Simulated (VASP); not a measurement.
Wanted: the native input for a VASP 6.6.1 run.

```yaml
Task: single point
Functional: PBE
Potentials_or_basis: VASP PAW PBE potentials, release 64 (Ga_d, P, As)
Cutoff: 520 eV
k_mesh: 4 × 4 × 1
Occupations: gaussian, width 0.1 eV
Spin: no spin polarisation
Dipole_correction: yes
Further_INCAR_settings: ALGO = Normal; EDIFF = 1e-06; NBANDS = 26
```

The structure of Ga2AsP lies in POSCAR:

```
Ga2AsP
1.0
    3.9653320000      0.0000000000      0.0000000000
    0.0000000000      4.1300342148      0.0000000000
    0.0000000000      0.0000000000     28.6144836400
Ga P As
2 1 1
Direct
    0.0000000000      0.5000000000      0.3016797043
    0.5000000000      0.0000000000      0.2975399031
    0.0000000000      0.0000000000      0.3500688916
    0.5000000000      0.5000000000      0.2439533673
```

The input as run:

INCAR

```
SYSTEM = Ga2AsP
ALGO     = Normal         ! electronic algorithm
DIPOL    = 0.5 0.5 0.298
EDIFF    = 1E-6           ! SCF threshold, eV
ENCUT    = 520            ! plane-wave cutoff, eV
GGA      = PE             ! functional
IDIPOL   = 3            
ISIF     = 2              ! what is computed and relaxed
ISMEAR   = 0              ! smearing method
LASPH    = .True.         ! aspherical terms in the spheres
LCHARG   = .True.         ! write CHGCAR
LDIPOL   = .True.       
LELF     = .True.         ! ELF
LREAL    = .False.        ! projectors in reciprocal space
LVACPOTAV= .True.       
LVHAR    = .True.       
LWAVE    = .False.        ! write WAVECAR
NBANDS   = 26             ! bands
NELM     = 100            ! most SCF steps
PREC     = Accurate       ! precision mode
SIGMA    = 0.1            ! smearing width, eV
```

KPOINTS

```
k-points
0
Gamma
  4 4 1
  0 0 0
```

Potentials or basis: VASP PAW PBE potentials, release 64 (Ga_d, P, As).

Run with:

```sh
$ cat potpaw_PBE.64/Ga_d/POTCAR potpaw_PBE.64/P/POTCAR potpaw_PBE.64/As/POTCAR > POTCAR
$ mpirun -np 1 vasp_std > vasp.out
```

Results of the run:

The largest force is 0.046 eV/Å. The band gap on the k mesh is 0.14 eV (least direct gap 0.37 eV).

Caveat: semilocal functionals underestimate gaps, and a narrow one can read as zero.

Run time: 4.3 min on 1 thread of AMD EPYC 7R13, on a shared host, peak memory 0.48 GiB.
